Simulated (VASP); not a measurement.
# AlN (e600) (Fm-3m) in VASP: notebook

Runs on AlN (e600). Level: PBEsol. Tasks: single point.

Everything below comes from runs of VASP 6.6.1. Logs are shortened: lines on timing, memory, paths and dates and some standing lists are left out, and cuts for length are marked.

## Step 1: The cell of the first run

It takes space group Fm-3m (No. 225, cubic). The conventional cell has a = 3.920 Å, b = 3.920 Å, c = 3.920 Å, α = 90.00°, β = 90.00°, γ = 90.00°. Within 2.6 Å of Al (site symmetry m-3m) lie 6 N at 1.96 Å. N (site symmetry m-3m) has 6 Al at 1.96 Å within 2.6 Å.

## Step 2: Single point, PBEsol (volume scaled by 0.91)

INCAR

```
  ALGO = Normal
  EDIFF = 1E-6
  ENCUT = 600
  GGA = PS
  GGA_COMPAT = False
  ISIF = 2
  ISMEAR = 0
  LASPH = True
  LCHARG = False
  LREAL = False
  LWAVE = False
  NBANDS = 11
  NELM = 120
  PREC = Accurate
  SIGMA = 0.02
```

KPOINTS

```
k-points
0
Gamma
  10 10 10
```

POSCAR

```
AlN
1.0
    0.0000000000      1.9600464016      1.9600464016
    1.9600464016      0.0000000000      1.9600464016
    1.9600464016      1.9600464016      0.0000000000
Al N
1 1
Direct
    0.5000000000      0.5000000000      0.5000000000
    0.0000000000      0.0000000000      0.0000000000
```

Potentials or basis: VASP PAW PBE potentials, release 64 (Al, N).

Command:

```bash
$ cat potpaw_PBE.64/Al/POTCAR potpaw_PBE.64/N/POTCAR > POTCAR
$ mpirun -np 1 vasp_std > vasp.out
```

OUTCAR:

```text
EDIFF = 1E-6
   ENCUT = 600
   GGA = PS
   ISIF = 2
   ISMEAR = 0
   LASPH = True
   LREAL = False
   NELM = 120
   PREC = Accurate

 ion  position               nearest neighbor table
   1  0.500  0.500  0.500-   2 1.96   2 1.96   2 1.96   2 1.96   2 1.96   2 1.96
   2  0.000  0.000  0.000-   1 1.96   1 1.96   1 1.96   1 1.96   1 1.96   1 1.96

  LATTYP: Found a face centered cubic cell.
 ALAT       =     3.9200928032

  Lattice vectors:

 A1 = (   0.0000000000,   1.9600464016,   1.9600464016)
 A2 = (   1.9600464016,   0.0000000000,   1.9600464016)
 A3 = (   1.9600464016,   1.9600464016,   0.0000000000)

Analysis of symmetry for initial positions (statically):
=====================================================================
 Subroutine PRICEL returns:
 Original cell was already a primitive cell.

 Routine SETGRP: Setting up the symmetry group for a
 face centered cubic supercell.

 Subroutine GETGRP returns: Found 48 space group operations
 (whereof 48 operations were pure point group operations)
 out of a pool of 48 trial point group operations.

The static configuration has the point symmetry O_h .

Analysis of symmetry for dynamics (positions and initial velocities):
=====================================================================
 Subroutine PRICEL returns:
 Original cell was already a primitive cell.

 Routine SETGRP: Setting up the symmetry group for a
 face centered cubic supercell.

 Subroutine GETGRP returns: Found 48 space group operations
 (whereof 48 operations were pure point group operations)
 out of a pool of 48 trial point group operations.

The dynamic configuration has the point symmetry O_h .

 Subroutine INISYM returns: Found 48 space group operations
 (whereof 48 operations are pure point group operations),
 and found     1 'primitive' translations

----------------------------------------------------------------------------------------

                                     Primitive cell

  volume of cell :      15.0601

  direct lattice vectors                    reciprocal lattice vectors
     0.000000000  1.960046402  1.960046402    -0.255096002  0.255096002  0.255096002
     1.960046402  0.000000000  1.960046402     0.255096002 -0.255096002  0.255096002
     1.960046402  1.960046402  0.000000000     0.255096002  0.255096002 -0.255096002

  length of vectors
     2.771924204  2.771924204  2.771924204     0.441839236  0.441839236  0.441839236

  position of ions in fractional coordinates (direct lattice)
     0.500000000  0.500000000  0.500000000
     0.000000000  0.000000000  0.000000000

  ion indices of the primitive-cell ions
   primitive index   ion index
                 1           1
                 2           2

----------------------------------------------------------------------------------------

 KPOINTS: k-points

Automatic generation of k-mesh.
 Grid dimensions read from file:
 generate k-points for:   10   10   10

 Generating k-lattice:

  Cartesian coordinates                     Fractional coordinates (reciprocal lattice)
    -0.025509600  0.025509600  0.025509600     0.100000000  0.000000000  0.000000000
     0.025509600 -0.025509600  0.025509600     0.000000000  0.100000000  0.000000000
     0.025509600  0.025509600 -0.025509600     0.000000000  0.000000000  0.100000000

  Length of vectors
     0.044183924  0.044183924  0.044183924

  Shift w.r.t. Gamma in fractional coordinates (k-lattice)
     0.000000000  0.000000000  0.000000000

 Subroutine IBZKPT returns following result:
 ===========================================

 Found     47 irreducible k-points:

 Following reciprocal coordinates:
            Coordinates               Weight
  0.000000  0.000000  0.000000      1.000000
  0.100000  0.000000  0.000000      8.000000
  0.200000  0.000000  0.000000      8.000000
  0.300000  0.000000  0.000000      8.000000
  0.400000  0.000000  0.000000      8.000000
  0.500000  0.000000  0.000000      4.000000
[... 16 lines left out ...]
  0.300000  0.300000  0.000000      6.000000
  0.400000  0.300000  0.000000     24.000000
 [... further k-points ...]
   k-points           NKPTS =     47   k-points in BZ     NKDIM =     47   number of bands    NBANDS=     11
   number of dos      NEDOS =    301   number of ions     NIONS =      2
   total plane-waves  NPLWV =  13824
   dimension x,y,z NGX =    24 NGY =   24 NGZ =   24
   dimension x,y,z NGXF=    48 NGYF=   48 NGZF=   48
   ions per type =               1   1
   NGX,Y,Z   is equivalent  to a cutoff of  14.39, 14.39, 14.39 a.u.
   NGXF,Y,Z  is equivalent  to a cutoff of  28.79, 28.79, 28.79 a.u.
 SYSTEM =  unknown system
   PREC   = accura    normal or accurate (medium, high low for compatibility)
   ISTART =      0    job   : 0-new  1-cont  2-samecut
   ICHARG =      2    charge: 1-file 2-atom 10-const
   ISPIN  =      1    spin polarized calculation?
   LNONCOLLINEAR =      F non collinear calculations
   LSORBIT =      F    spin-orbit coupling
   LASPH  =      T    aspherical Exc in radial PAW
   ENCUT  =  600.0 eV  44.10 Ry    6.64 a.u.   5.54  5.54  5.54*2*pi/ulx,y,z
   NELM   =    120;   NELMIN=  2; NELMDL= -5     # of ELM steps
   EDIFF  = 0.1E-05   stopping-criterion for ELM
   LREAL  =      F    real-space projection
   EDIFFG = 0.1E-04   stopping-criterion for IOM
   NSW    =      0    number of steps for IOM
   IBRION =     -1    ionic relax: 0-MD 1-quasi-New 2-CG
   NFREE  =      0    steps in history (QN), initial steepest desc. (CG)
   ISIF   =      2    stress and relaxation
   ISYM   =      2    0-nonsym 1-usesym 2-fastsym
   POTIM  = 0.5000    time-step for ionic-motion
   TEBEG  =    0.0;   TEEND  =   0.0 temperature during run
   PSTRESS=    0.0 pullay stress
   NELECT =       8.0000    total number of electrons
   NUPDOWN=      -1.0000    fix difference up-down
   EMIN   =  10.00;   EMAX   =-10.00  energy-range for DOS
   EFERMI =   0.00;   METHOD = LEGACY
   ISMEAR =     0;   SIGMA  =   0.02  broadening in eV -4-tet -1-fermi 0-gaus
   EFERMI_NEDOS =   21; number of points for ismear=-14 and -15
   IALGO  =     38    algorithm
   IMIX   =      4    mixing-type and parameters
     AMIX     =   0.40;   BMIX     =  1.00
     AMIX_MAG =   1.60;   BMIX_MAG =  1.00
  volume/ion in A,a.u.               =       7.53        50.82
  Fermi-wavevector in a.u.,A,eV,Ry     =   1.325852  2.505498 23.917468  1.757884
  Thomas-Fermi vector in A             =   2.455282
   LORBIT       =      0    0 simple, 1 ext, 2 COOP (PROOUT), +10 PAW based schemes
   GGA     = PS    functional components
   LHFCALC =     F    Hartree Fock is set to
   AEXX    =    0.0000 exact exchange contribution
   IVDW    =     0    specifies the selected vdW correction
   LEPSILON=     F    determine dielectric tensor
   LRPA    =     F    only Hartree local field effects (RPA)
 non-spin polarized calculation
 Gauss-broadening in eV      SIGMA  =   0.02
  energy-cutoff  :      600.00
  volume of cell :       15.06
 maximum number of plane-waves:       531
 NGX is ok and might be reduce to    24
   NGX = 11   NGY = 11   NGZ = 11

 number of electron       8.0000000 magnetization

 Free energy of the ion-electron system (eV)
  ---------------------------------------------------
  ext. energy  EPLUGINS =         0.00000000
  ---------------------------------------------------
  free energy    TOTEN  =       -15.32162906 eV

  energy without entropy =      -15.32162906  energy(sigma->0) =      -15.32162906

 E-fermi :  11.3241     XC(G=0): -12.8969

 val. band max:       11.1403576890   @ k =   0.0000   0.0000   0.0000
 cond. band min:      16.0976014776   @ k =   0.5000   0.5000   0.0000
 fundamental gap:      4.9572437887
 Fermi energy:        11.3241202377

 k-point     1 :       0.0000    0.0000    0.0000
  band No.  band energies     occupation
      1      -7.2889      2.00000
      2      11.1404      2.00000
      3      11.1404      2.00000
      4      11.1404      2.00000
      5      18.2098      0.00000
      6      23.4527      0.00000
      7      23.4527      0.00000
      8      23.4527      0.00000
      9      28.7925      0.00000
     10      29.5143      0.00000
     11      29.5143      0.00000

 k-point     2 :       0.1000    0.0000    0.0000
  band No.  band energies     occupation
      1      -7.0638      2.00000
      2      10.1040      2.00000
      3      10.9937      2.00000
      4      10.9937      2.00000
      5      18.7630      0.00000
      6      22.5633      0.00000
      7      23.8042      0.00000
      8      23.8042      0.00000
      9      28.1815      0.00000
     10      28.1815      0.00000
     11      30.3615      0.00000

 k-point     3 :       0.2000    0.0000    0.0000
  band No.  band energies     occupation
      1      -6.4066      2.00000
      2       7.8318      2.00000
      3      10.6401      2.00000
      4      10.6401      2.00000
      5      19.0365      0.00000
      6      22.4421      0.00000
      7      24.2119      0.00000
      8      24.2119      0.00000
      9      27.4891      0.00000
     10      27.4891      0.00000
     11      30.0597      0.00000

 k-point     4 :       0.3000    0.0000    0.0000
  band No.  band energies     occupation
      1      -5.3891      2.00000
      2       5.3021      2.00000
      3      10.2511      2.00000
      4      10.2511      2.00000
      5      18.4314      0.00000
      6      23.6654      0.00000
      7      23.6654      0.00000
      8      23.8280      0.00000
      9      28.9416      0.00000
     10      28.9416      0.00000
     11      29.1291      0.00000
[... 239 lines left out ...]
 k-point    22 :      -0.2000    0.2000    0.0000
  band No.  band energies     occupation
      1      -5.0602      2.00000
      2       5.9352      2.00000
      3       7.8489      2.00000
      4      10.3064      2.00000
      5      20.6924      0.00000
      6      21.4333      0.00000
      7      23.0449      0.00000
      8      24.5768      0.00000
      9      26.5108      0.00000
     10      31.1194      0.00000
     11      33.1129      0.00000

 k-point    23 :       0.3000    0.3000    0.0000
  band No.  band energies     occupation
      1      -4.7921      2.00000
      2       6.0320      2.00000
      3       8.9041      2.00000
      4       8.9041      2.00000
      5      17.5917      0.00000
      6      18.9894      0.00000
      7      23.9570      0.00000
      8      27.8107      0.00000
      9      27.8107      0.00000
     10      32.4626      0.00000
     11      36.5910      0.00000

 k-point    24 :       0.4000    0.3000    0.0000
  band No.  band energies     occupation
      1      -3.9311      2.00000
      2       4.8689      2.00000
      3       8.0458      2.00000
      4       8.6211      2.00000
      5      17.4687      0.00000
      6      18.6085      0.00000
      7      24.3752      0.00000
      8      27.8348      0.00000
      9      28.7216      0.00000
     10      33.9158      0.00000
     11      37.2222      0.00000

 [... further k-points ...]

------------------------ aborting loop because EDIFF is reached ----------------------------------------

  FORCE on cell =-STRESS in cart. coord.  units (eV):
  Direction    XX          YY          ZZ          XY          YZ          ZX
  --------------------------------------------------------------------------------------
  -------------------------------------------------------------------------------------
  Total        2.7888171      2.7888171      2.7888171      0.0000000      0.0000000     -0.0000000
  in kB      296.6890784    296.6890784    296.6890784      0.0000000      0.0000000     -0.0000000
  external PRESSURE =     296.6890784 kB  Pullay stress =       0.0000000 kB

 VOLUME and BASIS-vectors are now :
 -----------------------------------------------------------------------------
  energy-cutoff  :      600.00
  volume of cell :       15.06
      direct lattice vectors                 reciprocal lattice vectors
     0.000000000  1.960046402  1.960046402    -0.255096002  0.255096002  0.255096002
     1.960046402  0.000000000  1.960046402     0.255096002 -0.255096002  0.255096002
     1.960046402  1.960046402  0.000000000     0.255096002  0.255096002 -0.255096002

 POSITION                                       TOTAL-FORCE (eV/Angst)
 -----------------------------------------------------------------------------------
      1.96005      1.96005      1.96005         0.000000      0.000000     -0.000000
      0.00000      0.00000      0.00000        -0.000000     -0.000000      0.000000
 -----------------------------------------------------------------------------------
    total drift:                                0.000000     -0.000000     -0.000000

  FREE ENERGIE OF THE ION-ELECTRON SYSTEM (eV)
  ---------------------------------------------------
  free  energy   TOTEN  =       -15.3216290595 eV

  energy  without entropy=      -15.3216290595  energy(sigma->0) =      -15.32162906
```

Run time: 11 s. Hardware: 1 thread of AMD EPYC 7R43 (Zen 3), shared host; peak memory 0.1 GiB.

Results:

```yaml
Free_energy: -15.3216 eV
Pressure: 29.7 GPa
Band_gap_on_the_k_mesh: 4.96 eV, indirect (least direct gap 7.07 eV)
```

Caveat: the cell differs from its parent crystal (volume scaled by 0.91); the PAW data sets were made with another functional, which shifts forces and pressure a little.

## Step 3: Single point, PBEsol

This run uses another cell than the first one, of 8.27 Å³/atom, 1.099 times its volume.

INCAR

```
SYSTEM = AlN
PREC     = Accurate       ! precision mode
ENCUT    = 600            ! plane-wave cutoff, eV
EDIFF    = 1E-6           ! SCF threshold, eV
ISMEAR   = 0              ! smearing method
SIGMA    = 0.02           ! smearing width, eV
LREAL    = .False.        ! projectors in reciprocal space
LASPH    = .True.         ! aspherical terms in the spheres
NELM     = 120            ! most SCF steps
ALGO     = Normal         ! electronic algorithm
ISIF     = 2              ! what is computed and relaxed
LWAVE    = .False.        ! write WAVECAR
LCHARG   = .True.         ! write CHGCAR
GGA      = PS             ! functional
LELF     = .True.         ! ELF
LVHAR    = .True.       
NBANDS   = 11             ! bands
GGA_COMPAT= .False.
```

KPOINTS

```
Automatic mesh
0
Gamma
  10 10 10
  0 0 0
```

POSCAR

```
AlN
1.0
    0.0000000000      2.0226429360      2.0226429360
    2.0226429360      0.0000000000      2.0226429360
    2.0226429360      2.0226429360      0.0000000000
Al N
1 1
Direct
    0.5000000000      0.5000000000      0.5000000000
    0.0000000000      0.0000000000      0.0000000000
```

Potentials or basis: VASP PAW PBE potentials, release 64 (Al, N).

Command:

```bash
$ cat potpaw_PBE.64/Al/POTCAR potpaw_PBE.64/N/POTCAR > POTCAR
$ mpirun -np 1 vasp_std > vasp.out
```

Wall time 9.8 s (1 thread of AMD EPYC 7R43 (Zen 3), shared host); peak memory 0.1 GiB.

It converged, with:

```
Free energy            : -15.4507 eV
Pressure               : -0.3 GPa
Band gap on the k mesh : 4.54 eV, indirect (least direct gap 5.65 eV)
```

Levels at points of the mesh, in eV from the valence-band top:
| k point | band 1 | band 2 | band 3 | band 4 | band 5 | band 6 | band 7 | band 8 |
| --- | --- | --- | --- | --- | --- | --- | --- | --- |
| (0.00, 0.00, 0.00) | -17.54 | 0.00 | 0.00 | 0.00 | 5.65 | 12.02 | 12.02 | 12.02 |
| (0.50, 0.00, 0.00) | -14.24 | -8.36 | -1.09 | -1.09 | 6.03 | 10.89 | 10.89 | 13.23 |
| (0.50, 0.50, 0.00) | -13.25 | -7.44 | -2.82 | -2.82 | 4.54 | 5.14 | 13.95 | 17.14 |

Caveat: the PAW data sets were made with another functional, which shifts forces and pressure a little.

## Step 4: Single point, PBEsol (volume scaled by 0.97)

INCAR

```
PREC = Accurate
ENCUT = 600
EDIFF = 1E-6
ISMEAR = 0
SIGMA = 0.02
LREAL = F
LASPH = T
NELM = 120
ALGO = Normal
ISIF = 2
LWAVE = F
LCHARG = F
GGA = PS
NBANDS = 11
GGA_COMPAT = F
```

KPOINTS

```
regular mesh
0
Gamma
  10 10 10
```

POSCAR

```
AlN
1.0
    0.0000000000      2.0022108024      2.0022108024
    2.0022108024      0.0000000000      2.0022108024
    2.0022108024      2.0022108024      0.0000000000
Al N
1 1
Direct
    0.5000000000      0.5000000000      0.5000000000
    0.0000000000      0.0000000000      0.0000000000
```

Command:

```bash
$ cat potpaw_PBE.64/Al/POTCAR potpaw_PBE.64/N/POTCAR > POTCAR
$ mpirun -np 1 vasp_std > vasp.out
```

Wall time 11 s (1 thread of AMD EPYC 7R43 (Zen 3), shared host); peak memory 0.09 GiB.

It converged, with:

- Free energy: -15.4378 eV
- Pressure: 8.3 GPa
- Band gap on the k mesh: 4.83 eV, indirect (least direct gap 6.09 eV)

Levels at points of the mesh, in eV from the valence-band top:
| k point | band 1 | band 2 | band 3 | band 4 | band 5 | band 6 | band 7 | band 8 |
| --- | --- | --- | --- | --- | --- | --- | --- | --- |
| (0.00, 0.00, 0.00) | -17.82 | 0.00 | 0.00 | 0.00 | 6.09 | 12.12 | 12.12 | 12.12 |
| (0.50, 0.00, 0.00) | -14.40 | -8.56 | -1.15 | -1.15 | 6.23 | 11.14 | 11.14 | 13.69 |
| (0.50, 0.50, 0.00) | -13.36 | -7.65 | -2.90 | -2.90 | 4.83 | 5.09 | 14.32 | 17.62 |

Caveat: the cell differs from its parent crystal (volume scaled by 0.97); the PAW data sets were made with another functional, which shifts forces and pressure a little. A k mesh can miss the band edges.

## Step 5: Single point, PBEsol (volume scaled by 0.94)

INCAR

```
SYSTEM = AlN
ALGO = Normal ; EDIFF = 1E-6
ENCUT = 600 ; GGA = PS
GGA_COMPAT = .FALSE. ; ISIF = 2
ISMEAR = 0 ; LASPH = .TRUE.
LCHARG = .TRUE. ; LELF = .TRUE.
LREAL = .FALSE. ; LVHAR = .TRUE.
LWAVE = .FALSE. ; NBANDS = 11
NELM = 120 ; PREC = Accurate
SIGMA = 0.02
```

KPOINTS

```
k-points
0
G
  10 10 10
  0 0 0
```

POSCAR

```
AlN
1.0
    0.0000000000      1.9813529230      1.9813529230
    1.9813529230      0.0000000000      1.9813529230
    1.9813529230      1.9813529230      0.0000000000
Al N
1 1
Direct
    0.5000000000      0.5000000000      0.5000000000
    0.0000000000      0.0000000000      0.0000000000
```

Command:

```bash
$ cat potpaw_PBE.64/Al/POTCAR potpaw_PBE.64/N/POTCAR > POTCAR
$ mpirun -np 1 vasp_std > vasp.out
```

Run time: 12 s. Hardware: 1 thread of AMD EPYC 7R43 (Zen 3), shared host; peak memory 0.09 GiB.

The run converged. Its results:

```
Free energy            : -15.3962 eV
Pressure               : 18.2 GPa
Band gap on the k mesh : 5.03 eV, indirect (least direct gap 6.57 eV)
```

Levels at points of the mesh, in eV from the valence-band top:
| k point | band 1 | band 2 | band 3 | band 4 | band 5 | band 6 | band 7 | band 8 |
| --- | --- | --- | --- | --- | --- | --- | --- | --- |
| (0.00, 0.00, 0.00) | -18.12 | 0.00 | 0.00 | 0.00 | 6.57 | 12.21 | 12.21 | 12.21 |
| (0.50, 0.00, 0.00) | -14.57 | -8.77 | -1.21 | -1.21 | 6.43 | 11.40 | 11.40 | 14.16 |
| (0.50, 0.50, 0.00) | -13.48 | -7.87 | -2.98 | -2.98 | 5.03 | 5.15 | 14.72 | 18.13 |

Caveat: the cell differs from its parent crystal (volume scaled by 0.94); the PAW data sets were made with another functional, which shifts forces and pressure a little. A k mesh can miss the band edges.

## Step 6: Summary

| cell | gap on the mesh (eV) | pressure (GPa) |
| --- | --- | --- |
| a = 2.772 Å, angles 60.0°, 2 atoms | 4.96 | 29.7 |
| a = 2.860 Å, angles 60.0°, 2 atoms | 4.54 | -0.3 |
| a = 2.832 Å, angles 60.0°, 2 atoms | 4.83 | 8.3 |
| a = 2.802 Å, angles 60.0°, 2 atoms | 5.03 | 18.2 |

Alike in all rows: task single point; level PBEsol; potentials or basis VASP PAW PBE potentials, release 64 (Al, N); no spin polarisation; k mesh 10 × 10 × 10; cutoff (eV) 600; smearing gaussian 0.02 eV.

Caveats: the PAW data sets were made with another functional, which shifts forces and pressure a little.

Absolute energies hang on the potentials; compare differences alone.
